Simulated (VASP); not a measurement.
# TiO2 (P4_2/mnm) in VASP: further runs

Runs on TiO2. Level: LDA. Tasks: electric field gradients.

All numbers are computed with VASP 6.6.1; they aren't measurements. Logs are shortened: lines on timing, memory, paths and dates and some standing lists are left out, and cuts for length are marked.

### Step 1. The cell of the first run

It takes space group P4_2/mnm (No. 136, tetragonal). The conventional cell has a = 4.548 Å, b = 4.548 Å, c = 2.959 Å, α = 90.00°, β = 90.00°, γ = 90.00°. Within 2.6 Å of Ti (site symmetry mmm) lie 6 O at 1.94 to 1.97 Å. O (site symmetry m2m) has 3 Ti at 1.94 to 1.97 Å and 1 O at 2.50 Å within 2.6 Å.

### Step 2. Electric field gradients, LDA (equal xx and yy strain of -1 %)

Contents of INCAR:

```
SYSTEM = TiO2
ALGO = Normal
EDIFF = 1E-8
ENCUT = 520
ISIF = 2
ISMEAR = -1
LASPH = .TRUE.
LCHARG = .FALSE.
LEFG = .TRUE.
LREAL = .FALSE.
LWAVE = .FALSE.
NBANDS = 33
NELM = 100
PREC = Accurate
SIGMA = 0.05
```

Contents of KPOINTS:

```
k-points
0
G
  7 7 10
  0 0 0
```

Contents of POSCAR:

```
TiO2
1.0
    4.5480600000      0.0000000000      0.0000000000
    0.0000000000      4.5480600000      0.0000000000
    0.0000000000      0.0000000000      2.9590000000
Ti O
2 4
Direct
    0.0000000000      0.0000000000      0.0000000000
    0.5000000000      0.5000000000      0.5000000000
    0.3060000000      0.3060000000      0.0000000000
    0.1940000000      0.8060000000      0.5000000000
    0.6940000000      0.6940000000      0.0000000000
    0.8060000000      0.1940000000      0.5000000000
```

Potentials or basis: VASP PAW LDA potentials, release 64 (Ti_sv, O).

Launch:

```
> cat potpaw_LDA.64/Ti_sv/POTCAR potpaw_LDA.64/O/POTCAR > POTCAR
> mpirun -np 1 vasp_std > vasp.out
```

OUTCAR:

```text
SYSTEM = TiO2
   EDIFF = 1E-8
   ENCUT = 520
   ISIF = 2
   ISMEAR = -1
   LASPH = .TRUE.
   LREAL = .FALSE.
   NELM = 100
   PREC = Accurate

 ion  position               nearest neighbor table
   1  0.000  0.000  0.000-   4 1.94   6 1.94   4 1.94   6 1.94   5 1.97   3 1.97
   2  0.500  0.500  0.500-   3 1.94   5 1.94   3 1.94   5 1.94   4 1.97   6 1.97
   3  0.306  0.306  0.000-   2 1.94   2 1.94   1 1.97
   4  0.194  0.806  0.500-   1 1.94   1 1.94   2 1.97
   5  0.694  0.694  0.000-   2 1.94   2 1.94   1 1.97
   6  0.806  0.194  0.500-   1 1.94   1 1.94   2 1.97

  LATTYP: Found a simple tetragonal cell.
 ALAT       =     4.5480600000
 C/A-ratio  =     0.6506070720

  Lattice vectors:

 A1 = (   4.5480600000,   0.0000000000,   0.0000000000)
 A2 = (   0.0000000000,   4.5480600000,   0.0000000000)
 A3 = (   0.0000000000,   0.0000000000,   2.9590000000)

Analysis of symmetry for initial positions (statically):
=====================================================================
 Subroutine PRICEL returns:
 Original cell was already a primitive cell.

 Routine SETGRP: Setting up the symmetry group for a
 simple tetragonal supercell.

 Subroutine GETGRP returns: Found 16 space group operations
 (whereof  8 operations were pure point group operations)
 out of a pool of 16 trial point group operations.

The static configuration has the point symmetry D_2h.
 The point group associated with its full space group is D_4h.

Analysis of symmetry for dynamics (positions and initial velocities):
=====================================================================
 Subroutine PRICEL returns:
 Original cell was already a primitive cell.

 Routine SETGRP: Setting up the symmetry group for a
 simple tetragonal supercell.

 Subroutine GETGRP returns: Found 16 space group operations
 (whereof  8 operations were pure point group operations)
 out of a pool of 16 trial point group operations.

The dynamic configuration has the point symmetry D_2h.
 The point group associated with its full space group is D_4h.

 Subroutine INISYM returns: Found 16 space group operations
 (whereof  8 operations are pure point group operations),
 and found     1 'primitive' translations

----------------------------------------------------------------------------------------

                                     Primitive cell

  volume of cell :      61.2065

  direct lattice vectors                    reciprocal lattice vectors
     4.548060000  0.000000000  0.000000000     0.219873968  0.000000000  0.000000000
     0.000000000  4.548060000  0.000000000     0.000000000  0.219873968  0.000000000
     0.000000000  0.000000000  2.959000000     0.000000000  0.000000000  0.337952011

  length of vectors
     4.548060000  4.548060000  2.959000000     0.219873968  0.219873968  0.337952011

  position of ions in fractional coordinates (direct lattice)
     0.000000000  0.000000000  0.000000000
     0.500000000  0.500000000  0.500000000
     0.306000000  0.306000000  0.000000000
     0.194000000  0.806000000  0.500000000
     0.694000000  0.694000000  0.000000000
     0.806000000  0.194000000  0.500000000

  ion indices of the primitive-cell ions
   primitive index   ion index
                 1           1
                 2           2
                 3           3
                 4           4
                 5           5
                 6           6

----------------------------------------------------------------------------------------

 KPOINTS: k-points

Automatic generation of k-mesh.
[... 56 lines left out ...]
 SYSTEM =  TiO2
   PREC   = accura    normal or accurate (medium, high low for compatibility)
   ISTART =      0    job   : 0-new  1-cont  2-samecut
   ICHARG =      2    charge: 1-file 2-atom 10-const
   ISPIN  =      1    spin polarized calculation?
   LNONCOLLINEAR =      F non collinear calculations
   LSORBIT =      F    spin-orbit coupling
   LASPH  =      T    aspherical Exc in radial PAW
   ENCUT  =  520.0 eV  38.22 Ry    6.18 a.u.   8.46  8.46  5.50*2*pi/ulx,y,z
   NELM   =    100;   NELMIN=  2; NELMDL= -5     # of ELM steps
   EDIFF  = 0.1E-07   stopping-criterion for ELM
   LREAL  =      F    real-space projection
   EDIFFG = 0.1E-06   stopping-criterion for IOM
   NSW    =      0    number of steps for IOM
   IBRION =     -1    ionic relax: 0-MD 1-quasi-New 2-CG
   NFREE  =      0    steps in history (QN), initial steepest desc. (CG)
   ISIF   =      2    stress and relaxation
   ISYM   =      2    0-nonsym 1-usesym 2-fastsym
   POTIM  = 0.5000    time-step for ionic-motion
   TEBEG  =    0.0;   TEEND  =   0.0 temperature during run
   PSTRESS=    0.0 pullay stress
   NELECT =      48.0000    total number of electrons
   NUPDOWN=      -1.0000    fix difference up-down
   EMIN   =  10.00;   EMAX   =-10.00  energy-range for DOS
   EFERMI =   0.00;   METHOD = LEGACY
   ISMEAR =    -1;   SIGMA  =   0.05  broadening in eV -4-tet -1-fermi 0-gaus
   EFERMI_NEDOS =   21; number of points for ismear=-14 and -15
   IALGO  =     38    algorithm
   IMIX   =      4    mixing-type and parameters
     AMIX     =   0.40;   BMIX     =  1.00
     AMIX_MAG =   1.60;   BMIX_MAG =  1.00
  volume/ion in A,a.u.               =      10.20        68.84
  Fermi-wavevector in a.u.,A,eV,Ry     =   1.509696  2.852912 31.010148  2.279182
  Thomas-Fermi vector in A             =   2.619984
   LORBIT       =      0    0 simple, 1 ext, 2 COOP (PROOUT), +10 PAW based schemes
   GGA     = CA    functional components
   LHFCALC =     F    Hartree Fock is set to
   AEXX    =    0.0000 exact exchange contribution
   IVDW    =     0    specifies the selected vdW correction
   LEPSILON=     F    determine dielectric tensor
   LRPA    =     F    only Hartree local field effects (RPA)
 non-spin polarized calculation
  energy-cutoff  :      520.00
  volume of cell :       61.21
 maximum number of plane-waves:      1665
 NGX is ok and might be reduce to    36
   NGX = 17   NGY = 17   NGZ = 11

 number of electron      48.0000006 magnetization

 Free energy of the ion-electron system (eV)
  ---------------------------------------------------
  ext. energy  EPLUGINS =         0.00000000
  ---------------------------------------------------
  free energy    TOTEN  =       -58.76196037 eV

  energy without entropy =      -58.76196037  energy(sigma->0) =      -58.76196037

 E-fermi :   5.6711     XC(G=0): -12.0975

 val. band max:        4.7765630372   @ k =   0.0000   0.0000   0.0000
 cond. band min:       6.6259791724   @ k =   0.0000   0.0000   0.0000
 fundamental gap:      1.8494161352
 Fermi energy:         5.6711142100

 k-point     1 :       0.0000    0.0000    0.0000
  band No.  band energies     occupation
      1     -51.3500      2.00000
      2     -51.3290      2.00000
      3     -28.0807      2.00000
      4     -28.0807      2.00000
      5     -27.8934      2.00000
      6     -27.8934      2.00000
[... 853 lines left out ...]
     32      10.3398      0.00000
     33      11.2451      0.00000

 [... further k-points ...]

------------------------ aborting loop because EDIFF is reached ----------------------------------------

  FORCE on cell =-STRESS in cart. coord.  units (eV):
  Direction    XX          YY          ZZ          XY          YZ          ZX
  --------------------------------------------------------------------------------------
  -------------------------------------------------------------------------------------
  Total       -0.3627081     -0.3627081     -1.9628288      0.0000000      0.0000000      0.0000000
  in kB       -9.4944659     -9.4944659    -51.3801858      0.0000000      0.0000000      0.0000000
  external PRESSURE =     -23.4563725 kB  Pullay stress =       0.0000000 kB

 VOLUME and BASIS-vectors are now :
 -----------------------------------------------------------------------------
  energy-cutoff  :      520.00
  volume of cell :       61.21
      direct lattice vectors                 reciprocal lattice vectors
     4.548060000  0.000000000  0.000000000     0.219873968  0.000000000  0.000000000
     0.000000000  4.548060000  0.000000000     0.000000000  0.219873968  0.000000000
     0.000000000  0.000000000  2.959000000     0.000000000  0.000000000  0.337952011

 POSITION                                       TOTAL-FORCE (eV/Angst)
 -----------------------------------------------------------------------------------
      0.00000      0.00000      0.00000        -0.000000      0.000000      0.000000
      2.27403      2.27403      1.47950        -0.000000      0.000000      0.000000
      1.39171      1.39171      0.00000        -0.163865     -0.163865      0.000000
      0.88232      3.66574      1.47950         0.163865     -0.163865      0.000000
      3.15635      3.15635      0.00000         0.163865      0.163865      0.000000
      3.66574      0.88232      1.47950        -0.163865      0.163865      0.000000
 -----------------------------------------------------------------------------------
    total drift:                               -0.000000      0.000000      0.000000

  FREE ENERGIE OF THE ION-ELECTRON SYSTEM (eV)
  ---------------------------------------------------
  free  energy   TOTEN  =       -58.7619603664 eV

  energy  without entropy=      -58.7619603658  energy(sigma->0) =      -58.76196037

 Electric field gradients (V/A^2)
---------------------------------------------------------------------
 ion       V_xx      V_yy      V_zz      V_xy      V_xz      V_yz
---------------------------------------------------------------------
   1      12.182    12.182   -24.363     1.740     0.000     0.000
   2      12.182    12.182   -24.363    -1.740    -0.000    -0.000
   3       0.893     0.893    -1.785    16.839     0.000    -0.000
   4       0.893     0.893    -1.785   -16.839    -0.000    -0.000
   5       0.893     0.893    -1.785    16.839    -0.000    -0.000
   6       0.893     0.893    -1.785   -16.839     0.000     0.000
---------------------------------------------------------------------

 Electric field gradients after diagonalization (V/A^2)
 (convention: |V_zz| > |V_xx| > |V_yy|)
----------------------------------------------------------------------
 ion       V_xx      V_yy      V_zz     asymmetry (V_yy - V_xx)/ V_zz
----------------------------------------------------------------------
   1      13.921    10.442   -24.363       0.143
   2      13.921    10.442   -24.363       0.143
   3     -15.947    -1.785    17.732       0.799
   4     -15.947    -1.785    17.732       0.799
   5     -15.947    -1.785    17.732       0.799
   6     -15.947    -1.785    17.732       0.799
----------------------------------------------------------------------

           NMR quadrupolar parameters

 Cq : quadrupolar parameter    Cq=e*Q*V_zz/h
 eta: asymmetry parameters     (V_yy - V_xx)/ V_zz
 Q  : nuclear electric quadrupole moment in mb (millibarn)
----------------------------------------------------------------------
 ion       Cq(MHz)       eta       Q (mb)
----------------------------------------------------------------------
   1      -0.059       0.143       1.000
   2      -0.059       0.143       1.000
   3       0.043       0.799       1.000
   4       0.043       0.799       1.000
   5       0.043       0.799       1.000
   6       0.043       0.799       1.000
----------------------------------------------------------------------
```

It took 80 s on 1 thread of AMD EPYC 9R45 (Zen 5), shared host; peak memory 0.18 GiB.

Results:

* Free energy: -58.7620 eV
* Pressure: -2.3 GPa
* Largest force: 0.232 eV/Å
* Band gap on the k mesh: 1.85 eV
* Largest electric field gradient by atom: Ti -24.4; O +17.7 V/Å²

Forces in eV/Å, atoms in the order of the input:
```
Ti   0.000  0.000  0.000
Ti   0.000  0.000  0.000
O   -0.164 -0.164  0.000
O    0.164 -0.164  0.000
O    0.164  0.164  0.000
O   -0.164  0.164  0.000
```

Stress tensor (GPa, compression positive):
```
-0.95  0.00  0.00
 0.00 -0.95  0.00
 0.00  0.00 -5.14
```

Levels at points of the mesh, in eV from the valence-band top:
| k point | band 21 | band 22 | band 23 | band 24 | band 25 | band 26 | band 27 | band 28 |
| --- | --- | --- | --- | --- | --- | --- | --- | --- |
| (0.00, 0.00, 0.00) | -0.73 | -0.44 | -0.44 | 0.00 | 1.85 | 2.20 | 2.38 | 2.46 |
| (0.00, 0.00, 0.50) | -2.53 | -2.53 | -1.45 | -1.45 | 2.99 | 2.99 | 3.09 | 3.09 |

Electric field gradients, principal values (V/Å²):
```csv
atom,least,middle,greatest (by size)
1 Ti,10.442,13.921,-24.363
2 Ti,10.442,13.921,-24.363
3 O,-1.785,-15.947,17.732
4 O,-1.785,-15.947,17.732
5 O,-1.785,-15.947,17.732
6 O,-1.785,-15.947,17.732
```

Caveat: the cell differs from its parent crystal (equal xx and yy strain of -1 %); without QUAD_EFG the Cq values of the log hold for a quadrupole moment of 1 mb, not for the nuclei; an odd mesh through Γ misses points on the zone boundary, where band edges can lie.

(Part 1 of 2 ends here.)
